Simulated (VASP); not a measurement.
Wanted: the native input for a VASP 6.6.1 run.

```yaml
Task: single point
Functional: PBE
Potentials_or_basis: VASP PAW PBE potentials, release 64 (Ru_pv)
Cutoff: 520 eV
k_mesh: 18 × 18 × 18
Occupations: gaussian, width 0.05 eV
Spin: no spin polarisation
Dipole_correction: no
Further_INCAR_settings: ALGO = Normal; EDIFF = 1e-06; NBANDS = 13
```

The structure of Ru lies in POSCAR:

```
Ru
1.0
    0.0000000000      1.9219325398      1.9219325398
    1.9219325398      0.0000000000      1.9219325398
    1.9219325398      1.9219325398      0.0000000000
Ru
1
Direct
    0.0000000000      0.0000000000      0.0000000000
```

One way to write it, as run:

INCAR

```
ALGO = Normal
EDIFF = 1E-6
ENCUT = 520
GGA = PE
ISIF = 2
ISMEAR = 0
LASPH = T
LCHARG = T
LELF = T
LREAL = F
LVHAR = T
LWAVE = F
NBANDS = 13
NELM = 80
PREC = Accurate
SIGMA = 0.05
```

KPOINTS

```
k-points
0
Gamma
  18 18 18
```

Potentials or basis: VASP PAW PBE potentials, release 64 (Ru_pv).

Launch:

```bash
$ cat potpaw_PBE.64/Ru_pv/POTCAR > POTCAR
$ mpirun -np 1 vasp_std > vasp.out
```

It gave:

* Pressure: -7.7 GPa
* Band gap on the k mesh: zero (band 7 reaches 14.06 eV, above the bottom of band 8 at 10.86 eV)

It took 22 s on 1 thread of Intel Xeon 6975P-C, on a shared host, peak memory 0.15 GiB.
